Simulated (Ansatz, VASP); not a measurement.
**One calculation of Mg, two programs**

Contents of INCAR:

```
  ALGO = Normal
  EDIFF = 1E-7
  ENCUT = 520
  GGA = PS
  ISIF = 2
  ISMEAR = 0
  LASPH = T
  LCHARG = T
  LELF = T
  LREAL = F
  LVHAR = T
  LWAVE = F
  NBANDS = 9
  NELM = 100
  PREC = Accurate
  SIGMA = 0.1
```

KPOINTS

```
k-points
0
Gamma
  18 18 8
```

File POSCAR:

```
Mg
1.0
    3.2084666623      0.0000000000      0.0000000000
   -1.6042333311      2.7786136367      0.0000000000
    0.0000000000      0.0000000000      5.1442217542
Mg
2
Direct
    0.3333333333      0.6666666667      0.2500000000
    0.6666666667      0.3333333333      0.7500000000
```

Input for Ansatz:

```yaml
crystal:
  lattice:
    - [3.2084666623, 0.0, 0.0]
    - [-1.6042333311, 2.7786136367, 0.0]
    - [0.0, 0.0, 5.1442217542]
  atoms:
    - { symbol: Mg, position: [0.3333333333, 0.6666666667, 0.25] }
    - { symbol: Mg, position: [0.6666666667, 0.3333333333, 0.75] }
basis:
  ecutwfc: 420
kpoints:
  mp_grid: { grid: [18, 18, 8] }
  band_path:
    path:
      - [[0.0, 0.0, 0.0], [0.5, 0.0, 0.0], [0.33333333, 0.33333333, 0.0], [0.0, 0.0, 0.0], [0.0, 0.0, 0.5], [0.5, 0.0, 0.5], [0.33333333, 0.33333333, 0.5], [0.0, 0.0, 0.5]]
      - [[0.5, 0.0, 0.5], [0.5, 0.0, 0.0]]
      - [[0.33333333, 0.33333333, 0.5], [0.33333333, 0.33333333, 0.0]]
    npoints: 14
hamiltonian:
  xc: pbesol
scf:
  occupations: { method: gaussian, width: 0.1 }
  n_extra_bands: 6
output:
  forces: true
  stress: true
  eigenvalues: true
  populations: true
  dos: { projected: true, de: 0.02, nscf_kmesh: { grid: [27, 27, 12] } }
  bader: true
  write_density: true
  write_potential: true
  elf: true
  volumetric_format: npy
```

Alike in both runs: task single point; functional PBEsol; k mesh 18 × 18 × 8; occupations gaussian, width 0.1 eV; no spin polarisation.

```csv
,VASP,Ansatz
version,VASP 6.6.1,Ansatz 0.2.0
potentials or method,"VASP PAW PBE potentials, release 64 (Mg), cutoff 520 eV","scalar-relativistic, plane waves, PAW"
valence electrons in the cell,4,20
```

|  | VASP | Ansatz | Ansatz less VASP |
| --- | --- | --- | --- |
| gap on the k mesh at the Fermi level (eV) | none | none | - |
| pressure (GPa) | -0.7 | -0.7 | +0.06 |

VASP's potentials were made for PBE, not for PBEsol. A gap of «none» marks a metal or a gap that the smearing closes. With one functional, cell and mesh, what is left measures potentials, basis and numerics. VASP's potentials hold 4 valence electrons a cell and Ansatz's 20, so a difference there can come from the potentials and not from the codes.
